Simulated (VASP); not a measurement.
# HC19O in VASP: single point with PBE

Aim: the single point of HC19O with PBE.

All numbers are computed with VASP 6.6.1; they aren't measurements. Logs are shortened: lines on timing, memory, paths and dates and some standing lists are left out, and cuts for length are marked.

## Step 1: The cell of the first run

The cell holds a slab with vacuum, 21 atoms: a = 7.398 Å, b = 7.398 Å, c = 13.000 Å, α = 90.00°, β = 90.00°, γ = 120.00°.

## Step 2: Single point, PBE, collinear spin

INCAR reads:

```
PREC = Accurate
ENCUT = 520
EDIFF = 1E-6
ISMEAR = 0
SIGMA = 0.02
LREAL = Auto
LASPH = T
NELM = 150
ALGO = Normal
ISIF = 2
LWAVE = F
LCHARG = F
ISPIN = 2
MAGMOM = 0 0 0 0 0 0 0 0 0 0 0 0 0 0 0 0 0 0 1 0 0
LORBIT = 11
GGA = PE
NBANDS = 62
```

KPOINTS reads:

```
regular mesh
0
Gamma
  2 2 1
```

POSCAR reads:

```
HC19O
1.0
    7.3980000000      0.0000000000      0.0000000000
   -3.6990000000      6.4068560000      0.0000000000
    0.0000000000      0.0000000000     13.0000000000
C H O
19 1 1
Direct
    0.0001292781      0.0043121446      0.0727480681
    0.2230860375      0.1157906622      0.0735543106
    0.0010718790      0.3380498117      0.0891962098
    0.2276347952      0.4508456886      0.0745986838
   -0.0000639478      0.6715226005      0.0728012087
    0.2231967024      0.7822767766      0.0738629982
    0.3343198738      0.0045145002      0.0735195558
    0.5567800686      0.1157267621      0.0733511353
    0.3354110818      0.3379352036      0.0725555330
    0.5568127144      0.4493432155      0.0705432508
    0.3359241044      0.6718369039      0.0725741139
    0.5572577199      0.7824412286      0.0704365365
    0.6682452006      0.0043323606      0.0725338068
    0.8883597242      0.1126100369      0.0747159100
    0.6669165249      0.3379545819      0.0725456921
    0.8874183808      0.4506241686      0.0746012209
    0.6675919064      0.6710144109      0.0700107605
    0.8892931645      0.7823683988      0.0706541153
    0.0334098562      0.3835975550      0.2230452692
    0.1051316467      0.5541380859      0.2351347066
   -0.0171247115      0.2489264033      0.2847097141
```

Potentials or basis: VASP PAW PBE potentials, release 64 (C, H, O).

Launch:

```
cat potpaw_PBE.64/C/POTCAR potpaw_PBE.64/H/POTCAR potpaw_PBE.64/O/POTCAR > POTCAR
mpirun -np 1 vasp_std > vasp.out
```

OUTCAR:

```text
PREC = Accurate
   ENCUT = 520
   EDIFF = 1E-6
   ISMEAR = 0
   LREAL = Auto
   LASPH = T
   NELM = 150
   ISIF = 2
   ISPIN = 2
   LORBIT = 11
   GGA = PE

 ion  position               nearest neighbor table
   1  0.000  0.004  0.073-  14 1.41  18 1.42   2 1.43
   2  0.223  0.116  0.074-   9 1.42   7 1.43   1 1.43
   3  0.001  0.338  0.089-  14 1.46  16 1.46   4 1.46  19 1.77
   4  0.228  0.451  0.075-   9 1.41  11 1.42   3 1.46
   5  1.000  0.672  0.073-  16 1.42  18 1.42   6 1.43
   6  0.223  0.782  0.074-   7 1.42  11 1.43   5 1.43
   7  0.334  0.005  0.074-   6 1.42   8 1.43   2 1.43
   8  0.557  0.116  0.073-  15 1.42   7 1.43  13 1.43
   9  0.335  0.338  0.073-   4 1.41  10 1.42   2 1.42
[... 8 lines left out ...]
  18  0.889  0.782  0.071-   5 1.42  17 1.42   1 1.42
  19  0.033  0.384  0.223-  20 1.11  21 1.18   3 1.77
  20  0.105  0.554  0.235-  19 1.11
  21  0.983  0.249  0.285-  19 1.18

  LATTYP: Found a hexagonal cell.
 ALAT       =     7.3980000000
 C/A-ratio  =     1.7572316842

  Lattice vectors:

 A1 = (   7.3980000000,   0.0000000000,   0.0000000000)
 A2 = (  -3.6990000000,   6.4068560000,   0.0000000000)
 A3 = (   0.0000000000,   0.0000000000,  13.0000000000)

Analysis of symmetry for initial positions (statically):
=====================================================================
 Subroutine PRICEL returns:
 Original cell was already a primitive cell.

 Routine SETGRP: Setting up the symmetry group for a
 hexagonal supercell.

 Subroutine GETGRP returns: Found  1 space group operations
 (whereof  1 operations were pure point group operations)
 out of a pool of 24 trial point group operations.

The static configuration has the point symmetry C_1 .

Analysis of symmetry for dynamics (positions and initial velocities):
=====================================================================
 Subroutine PRICEL returns:
 Original cell was already a primitive cell.

 Routine SETGRP: Setting up the symmetry group for a
 hexagonal supercell.

 Subroutine GETGRP returns: Found  1 space group operations
 (whereof  1 operations were pure point group operations)
 out of a pool of 24 trial point group operations.

The dynamic configuration has the point symmetry C_1 .

Analysis of structural, dynamic, and magnetic symmetry:
[... 165 lines left out ...]
   NGX = 27   NGY = 27   NGZ = 49

 number of electron      82.9999995 magnetization       0.0000119

 number of electron      82.9999995 magnetization      -0.0000108

 Free energy of the ion-electron system (eV)
  ---------------------------------------------------
  ext. energy  EPLUGINS =         0.00000000
  ---------------------------------------------------
  free energy    TOTEN  =      -182.86272234 eV

  energy without entropy =     -182.86272234  energy(sigma->0) =     -182.86272234

 E-fermi :  -1.5567     XC(G=0):  -3.7568

 val. band max:       -1.6779163369   @ k =   0.0000   0.0000   0.0000
 cond. band min:      -1.4415727635   @ k =   0.5000   0.5000   0.0000
 fundamental gap:      0.2363435734
 Fermi energy:        -1.5566506391

 spin component 1

 k-point     1 :       0.0000    0.0000    0.0000
  band No.  band energies     occupation
      1     -25.4298      1.00000
      2     -21.3176      1.00000
      3     -19.0686      1.00000
      4     -18.7597      1.00000
      5     -18.6896      1.00000
      6     -18.6126      1.00000
[... 213 lines left out ...]
     52       3.4249      0.00000
     53       3.9429      0.00000
 Fermi energy:        -1.5566506391

 spin component 2

 k-point     1 :       0.0000    0.0000    0.0000
  band No.  band energies     occupation
      1     -25.4298      1.00000
      2     -21.3176      1.00000
      3     -19.0686      1.00000
      4     -18.7597      1.00000
      5     -18.6896      1.00000
      6     -18.6126      1.00000
[... 213 lines left out ...]
     52       3.4252      0.00000
     53       3.9429      0.00000
 [bands above 53 left out]

------------------------ aborting loop because EDIFF is reached ----------------------------------------

  FORCE on cell =-STRESS in cart. coord.  units (eV):
  Direction    XX          YY          ZZ          XY          YZ          ZX
  --------------------------------------------------------------------------------------
  -------------------------------------------------------------------------------------
  Total        4.7092757      3.9525287      0.1686551      0.0167464     -0.3834116      0.0401694
  in kB       12.2450920     10.2773931      0.4385383      0.0435442     -0.9969496      0.1044488
  external PRESSURE =       7.6536745 kB  Pullay stress =       0.0000000 kB

 VOLUME and BASIS-vectors are now :
 -----------------------------------------------------------------------------
  energy-cutoff  :      520.00
  volume of cell :      616.17
      direct lattice vectors                 reciprocal lattice vectors
     7.398000000  0.000000000  0.000000000     0.135171668  0.078041398  0.000000000
    -3.699000000  6.406856000  0.000000000     0.000000000  0.156082796  0.000000000
     0.000000000  0.000000000 13.000000000     0.000000000  0.000000000  0.076923077

 POSITION                                       TOTAL-FORCE (eV/Angst)
 -----------------------------------------------------------------------------------
     -0.01499      0.02763      0.94572         0.012919     -0.005086      0.001107
      1.22208      0.74185      0.95621        -0.002626     -0.016331      0.002172
     -1.24252      2.16584      1.15955         0.000210      0.013541      0.015779
      0.01636      2.88850      0.96978        -0.006411      0.000680     -0.001394
      4.91356      4.30235      0.94642         0.016623     -0.006974      0.007975
     -1.24243      5.01193      0.96022         0.000137     -0.009051      0.001194
[... 13 lines left out ...]
     -1.27199      3.55028      3.05675         0.011986     -0.009904      0.004010
      6.35053      1.59484      3.70123         0.061941     -0.470476      0.438609
 -----------------------------------------------------------------------------------
    total drift:                                0.013401     -0.008124      0.011852

  FREE ENERGIE OF THE ION-ELECTRON SYSTEM (eV)
  ---------------------------------------------------
  free  energy   TOTEN  =      -182.8627223355 eV

  energy  without entropy=     -182.8627223355  energy(sigma->0) =     -182.86272234

 total charge

# of ion       s       p       d       tot
------------------------------------------
    1        0.862   1.798   0.000   2.660
    2        0.862   1.778   0.000   2.641
    3        0.847   1.764   0.000   2.611
    4        0.866   1.771   0.000   2.637
    5        0.861   1.798   0.000   2.660
    6        0.861   1.777   0.000   2.638
[... 13 lines left out ...]
   20        0.616   0.046   0.000   0.662
   21        1.604   3.528   0.000   5.131
--------------------------------------------------
tot         18.634  37.432   0.000  56.066

 magnetization (x)

# of ion       s       p       d       tot
------------------------------------------
    1        0.000   0.000   0.000   0.000
    2       -0.000  -0.000   0.000  -0.000
    3        0.000   0.000   0.000   0.000
    4        0.000  -0.000   0.000  -0.000
    5        0.000   0.000   0.000   0.000
    6        0.000   0.000   0.000   0.000
[... 13 lines left out ...]
   20        0.000  -0.000   0.000   0.000
   21        0.000  -0.000   0.000  -0.000
--------------------------------------------------
tot          0.000  -0.000   0.000   0.000
```

Wall time 10 min (1 thread of Oxide Virtual Turin-like, shared host); peak memory 0.9 GiB.

What came out:

```
Free energy                                           : -182.8627 eV
Largest force                                         : 0.657 eV/Å
Net moment                                            : 0.00 μB per cell
Valence electrons inside the program's atomic spheres : C 2.66, 2.64, 2.61, 2.65, 2.67, 2.55 (each value once); H 0.66; O 5.13
```

Forces on the atoms (eV/Å):
```
C    0.013 -0.005  0.001
C   -0.003 -0.016  0.002
C    0.000  0.014  0.016
C   -0.006  0.001 -0.001
C    0.017 -0.007  0.008
C    0.000 -0.009  0.001
C    0.005 -0.002  0.002
C    0.001 -0.017 -0.001
C   -0.012  0.009  0.000
C    0.004  0.019 -0.011
C   -0.015 -0.002  0.006
C   -0.001  0.011 -0.005
C   -0.012 -0.004 -0.001
C   -0.003  0.006  0.005
C    0.002  0.005 -0.002
C    0.009  0.005  0.000
C   -0.003  0.002 -0.003
C   -0.006  0.000 -0.009
C   -0.065  0.473 -0.452
H    0.012 -0.010  0.004
O    0.062 -0.470  0.439
```

Caveat: the k points lie up to 0.49 Å⁻¹ apart.
